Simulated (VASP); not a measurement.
# K (Im-3m) in VASP: notebook

K is run at these levels: PBEsol; tasks: single point.

Everything below comes from runs of VASP 6.6.1. Logs are shortened: lines on timing, memory, paths and dates and some standing lists are left out, and cuts for length are marked.

## 1. The cell of the first run

It takes space group Im-3m (No. 229, cubic). Conventional cell: a = 5.007 Å, b = 5.007 Å, c = 5.007 Å, α = 90.00°, β = 90.00°, γ = 90.00°. K (site symmetry m-3m) has 14 K at 4.34 to 5.01 Å within 5.7 Å.

## 2. Single point, PBEsol (62.76 Å³/atom)

INCAR

```
SYSTEM = K
PREC = Accurate
ENCUT = 520
EDIFF = 1E-7
ISMEAR = -1
SIGMA = 0.1
LREAL = .FALSE.
LASPH = .TRUE.
NELM = 100
ALGO = Normal
ISIF = 2
LWAVE = .FALSE.
LCHARG = .FALSE.
GGA = PS
NBANDS = 10
```

KPOINTS

```
Automatic mesh
0
G
  14 14 14
  0 0 0
```

POSCAR

```
K
1.0
   -2.5035168753      2.5035168753      2.5035168753
    2.5035168753     -2.5035168753      2.5035168753
    2.5035168753      2.5035168753     -2.5035168753
K
1
Direct
    0.0000000000      0.0000000000      0.0000000000
```

Potentials or basis: VASP PAW PBE potentials, release 64 (K_sv).

The run is started by

```
$ cat potpaw_PBE.64/K_sv/POTCAR > POTCAR
$ mpirun -np 1 vasp_std > vasp.out
```

OUTCAR:

```text
SYSTEM = K
   PREC = Accurate
   ENCUT = 520
   EDIFF = 1E-7
   ISMEAR = -1
   LREAL = .FALSE.
   LASPH = .TRUE.
   NELM = 100
   ISIF = 2
   GGA = PS

 ion  position               nearest neighbor table
   1  0.000  0.000  0.000-

  LATTYP: Found a body centered cubic cell.
 ALAT       =     5.0070337506

  Lattice vectors:

 A1 = (  -2.5035168753,   2.5035168753,   2.5035168753)
 A2 = (   2.5035168753,  -2.5035168753,   2.5035168753)
 A3 = (   2.5035168753,   2.5035168753,  -2.5035168753)

Analysis of symmetry for initial positions (statically):
=====================================================================
 Subroutine PRICEL returns:
 Original cell was already a primitive cell.

 Routine SETGRP: Setting up the symmetry group for a
 body centered cubic supercell.

 Subroutine GETGRP returns: Found 48 space group operations
 (whereof 48 operations were pure point group operations)
 out of a pool of 48 trial point group operations.

The static configuration has the point symmetry O_h .

Analysis of symmetry for dynamics (positions and initial velocities):
=====================================================================
 Subroutine PRICEL returns:
 Original cell was already a primitive cell.

 Routine SETGRP: Setting up the symmetry group for a
 body centered cubic supercell.

 Subroutine GETGRP returns: Found 48 space group operations
 (whereof 48 operations were pure point group operations)
 out of a pool of 48 trial point group operations.

The dynamic configuration has the point symmetry O_h .

 Subroutine INISYM returns: Found 48 space group operations
 (whereof 48 operations are pure point group operations),
 and found     1 'primitive' translations

----------------------------------------------------------------------------------------

                                     Primitive cell

  volume of cell :      62.7641

  direct lattice vectors                    reciprocal lattice vectors
    -2.503516875  2.503516875  2.503516875     0.000000000  0.199719045  0.199719045
     2.503516875 -2.503516875  2.503516875     0.199719045  0.000000000  0.199719045
     2.503516875  2.503516875 -2.503516875     0.199719045  0.199719045  0.000000000

  length of vectors
     4.336218426  4.336218426  4.336218426     0.282445382  0.282445382  0.282445382

  position of ions in fractional coordinates (direct lattice)
     0.000000000  0.000000000  0.000000000

  ion indices of the primitive-cell ions
   primitive index   ion index
                 1           1

----------------------------------------------------------------------------------------

 KPOINTS: Automatic mesh

Automatic generation of k-mesh.
 Grid dimensions read from file:
 generate k-points for:   14   14   14

 Generating k-lattice:

  Cartesian coordinates                     Fractional coordinates (reciprocal lattice)
     0.000000000  0.014265646  0.014265646     0.071428571  0.000000000  0.000000000
     0.014265646  0.000000000  0.014265646     0.000000000  0.071428571  0.000000000
     0.014265646  0.014265646  0.000000000     0.000000000  0.000000000  0.071428571

  Length of vectors
     0.020174670  0.020174670  0.020174670

  Shift w.r.t. Gamma in fractional coordinates (k-lattice)
     0.000000000  0.000000000  0.000000000

 Subroutine IBZKPT returns following result:
 ===========================================

 Found    104 irreducible k-points:

 Following reciprocal coordinates:
            Coordinates               Weight
  0.000000  0.000000  0.000000      1.000000
  0.071429  0.000000  0.000000     12.000000
  0.142857  0.000000  0.000000     12.000000
  0.214286  0.000000  0.000000     12.000000
  0.285714  0.000000  0.000000     12.000000
  0.357143  0.000000  0.000000     12.000000
[... 16 lines left out ...]
  0.285714  0.285714  0.000000     24.000000
  0.357143  0.285714  0.000000     24.000000
 [... further k-points ...]
   k-points           NKPTS =    104   k-points in BZ     NKDIM =    104   number of bands    NBANDS=     10
   number of dos      NEDOS =    301   number of ions     NIONS =      1
   total plane-waves  NPLWV =  32768
   dimension x,y,z NGX =    32 NGY =   32 NGZ =   32
   dimension x,y,z NGXF=    64 NGYF=   64 NGZF=   64
   ions per type =               1
   NGX,Y,Z   is equivalent  to a cutoff of  12.27, 12.27, 12.27 a.u.
   NGXF,Y,Z  is equivalent  to a cutoff of  24.54, 24.54, 24.54 a.u.
 SYSTEM =  K
   PREC   = accura    normal or accurate (medium, high low for compatibility)
   ISTART =      0    job   : 0-new  1-cont  2-samecut
   ICHARG =      2    charge: 1-file 2-atom 10-const
   ISPIN  =      1    spin polarized calculation?
   LNONCOLLINEAR =      F non collinear calculations
   LSORBIT =      F    spin-orbit coupling
   LASPH  =      T    aspherical Exc in radial PAW
   ENCUT  =  520.0 eV  38.22 Ry    6.18 a.u.   8.06  8.06  8.06*2*pi/ulx,y,z
   NELM   =    100;   NELMIN=  2; NELMDL= -5     # of ELM steps
   EDIFF  = 0.1E-06   stopping-criterion for ELM
   LREAL  =      F    real-space projection
   EDIFFG = 0.1E-05   stopping-criterion for IOM
   NSW    =      0    number of steps for IOM
   IBRION =     -1    ionic relax: 0-MD 1-quasi-New 2-CG
   NFREE  =      0    steps in history (QN), initial steepest desc. (CG)
   ISIF   =      2    stress and relaxation
   ISYM   =      2    0-nonsym 1-usesym 2-fastsym
   POTIM  = 0.5000    time-step for ionic-motion
   TEBEG  =    0.0;   TEEND  =   0.0 temperature during run
   PSTRESS=    0.0 pullay stress
   NELECT =       9.0000    total number of electrons
   NUPDOWN=      -1.0000    fix difference up-down
   EMIN   =  10.00;   EMAX   =-10.00  energy-range for DOS
   EFERMI =   0.00;   METHOD = LEGACY
   ISMEAR =    -1;   SIGMA  =   0.10  broadening in eV -4-tet -1-fermi 0-gaus
   EFERMI_NEDOS =   21; number of points for ismear=-14 and -15
   IALGO  =     38    algorithm
   IMIX   =      4    mixing-type and parameters
     AMIX     =   0.40;   BMIX     =  1.00
     AMIX_MAG =   1.60;   BMIX_MAG =  1.00
  volume/ion in A,a.u.               =      62.76       423.55
  Fermi-wavevector in a.u.,A,eV,Ry     =   0.856877  1.619263  9.989917  0.734238
  Thomas-Fermi vector in A             =   1.973845
   LORBIT       =      0    0 simple, 1 ext, 2 COOP (PROOUT), +10 PAW based schemes
   GGA     = PS    functional components
   LHFCALC =     F    Hartree Fock is set to
   AEXX    =    0.0000 exact exchange contribution
   IVDW    =     0    specifies the selected vdW correction
   LEPSILON=     F    determine dielectric tensor
   LRPA    =     F    only Hartree local field effects (RPA)
 non-spin polarized calculation
  energy-cutoff  :      520.00
  volume of cell :       62.76
 maximum number of plane-waves:      1721
   NGX = 17   NGY = 17   NGZ = 17

 number of electron       9.0000000 magnetization

 Free energy of the ion-electron system (eV)
  ---------------------------------------------------
  ext. energy  EPLUGINS =         0.00000000
  ---------------------------------------------------
  free energy    TOTEN  =        -1.13222235 eV

  energy without entropy =       -1.10821060  energy(sigma->0) =       -1.12021648

 E-fermi :   0.2008     XC(G=0):  -6.1076

 val. band max:        0.1815002579   @ k =   0.2857   0.2143   0.0000
 cond. band min:       0.2216812237   @ k =   0.3571   0.0714   0.0714
 fundamental gap:      0.0401809659
 Fermi energy:         0.2007706421

 k-point     1 :       0.0000    0.0000    0.0000
  band No.  band energies     occupation
      1     -31.7047      2.00000
      2     -15.1989      2.00000
      3     -15.1989      2.00000
      4     -15.1989      2.00000
      5      -2.1922      2.00000
      6       4.6409      0.00000
      7       4.6409      0.00000
      8       4.6409      0.00000
      9       5.6695      0.00000
     10       5.6695      0.00000

 k-point     2 :       0.0714    0.0000    0.0000
  band No.  band energies     occupation
      1     -31.7043      2.00000
      2     -15.2050      2.00000
      3     -15.2009      2.00000
      4     -15.1989      2.00000
      5      -2.1195      2.00000
      6       4.5485      0.00000
      7       4.5485      0.00000
      8       4.7027      0.00000
      9       5.5302      0.00000
     10       5.6523      0.00000

 k-point     3 :       0.1429    0.0000    0.0000
  band No.  band energies     occupation
      1     -31.7031      2.00000
      2     -15.2219      2.00000
      3     -15.2063      2.00000
      4     -15.1990      2.00000
      5      -1.9047      2.00000
      6       4.1764      0.00000
      7       4.3188      0.00000
      8       4.8866      0.00000
      9       5.3982      0.00000
     10       5.6213      0.00000

 k-point     4 :       0.2143    0.0000    0.0000
  band No.  band energies     occupation
      1     -31.7013      2.00000
      2     -15.2461      2.00000
      3     -15.2141      2.00000
      4     -15.1990      2.00000
      5      -1.5569      2.00000
      6       3.5725      0.00000
      7       4.0402      0.00000
      8       5.1884      0.00000
      9       5.4372      0.00000
     10       5.6187      0.00000
[... 222 lines left out ...]
 k-point    22 :       0.3571    0.2143    0.0000
  band No.  band energies     occupation
      1     -31.6951      2.00000
      2     -15.3010      2.00000
      3     -15.2554      2.00000
      4     -15.2113      2.00000
      5       0.8104      0.00449
      6       1.4513      0.00001
      7       2.6527      0.00000
      8       5.1982      0.00000
      9       5.9289      0.00000
     10       6.2065      0.00000

 k-point    23 :       0.2857    0.2857    0.0000
  band No.  band energies     occupation
      1     -31.6951      2.00000
      2     -15.2944      2.00000
      3     -15.2622      2.00000
      4     -15.2128      2.00000
      5       0.7681      0.00685
      6       1.7991      0.00000
      7       2.3186      0.00000
      8       5.3294      0.00000
      9       5.6534      0.00000
     10       6.1839      0.00000

 k-point    24 :       0.3571    0.2857    0.0000
  band No.  band energies     occupation
      1     -31.6948      2.00000
      2     -15.2896      2.00000
      3     -15.2712      2.00000
      4     -15.2135      2.00000
      5       1.3266      0.00003
      6       1.3961      0.00001
      7       2.1206      0.00000
      8       5.2714      0.00000
      9       5.8324      0.00000
     10       5.9625      0.00000

 [... further k-points ...]

------------------------ aborting loop because EDIFF is reached ----------------------------------------

  FORCE on cell =-STRESS in cart. coord.  units (eV):
  Direction    XX          YY          ZZ          XY          YZ          ZX
  --------------------------------------------------------------------------------------
  -------------------------------------------------------------------------------------
  Total        0.2224936      0.2224936      0.2224936      0.0000000      0.0000000      0.0000000
  in kB        5.6795847      5.6795847      5.6795847      0.0000000      0.0000000      0.0000000
  external PRESSURE =       5.6795847 kB  Pullay stress =       0.0000000 kB

 VOLUME and BASIS-vectors are now :
 -----------------------------------------------------------------------------
  energy-cutoff  :      520.00
  volume of cell :       62.76
      direct lattice vectors                 reciprocal lattice vectors
    -2.503516875  2.503516875  2.503516875     0.000000000  0.199719045  0.199719045
     2.503516875 -2.503516875  2.503516875     0.199719045  0.000000000  0.199719045
     2.503516875  2.503516875 -2.503516875     0.199719045  0.199719045  0.000000000

 POSITION                                       TOTAL-FORCE (eV/Angst)
 -----------------------------------------------------------------------------------
      0.00000      0.00000      0.00000        -0.000000      0.000000      0.000000
 -----------------------------------------------------------------------------------
    total drift:                                0.000000      0.000000     -0.000000

  FREE ENERGIE OF THE ION-ELECTRON SYSTEM (eV)
  ---------------------------------------------------
  free  energy   TOTEN  =        -1.1322223462 eV

  energy  without entropy=       -1.1082106039  energy(sigma->0) =       -1.12021648
```

Wall time 34 s (1 thread of Intel Xeon Platinum 8488C (Sapphire Rapids), shared host); peak memory 0.2 GiB.

What came out:

```
Free energy            : -1.1322 eV
Pressure               : 0.6 GPa
Band gap on the k mesh : zero (an odd number of electrons rules out a gap without spin polarisation)
```

Caveat: the PAW data sets were made with another functional, which shifts forces and pressure a little.

(Continued in part 2 of 2.)
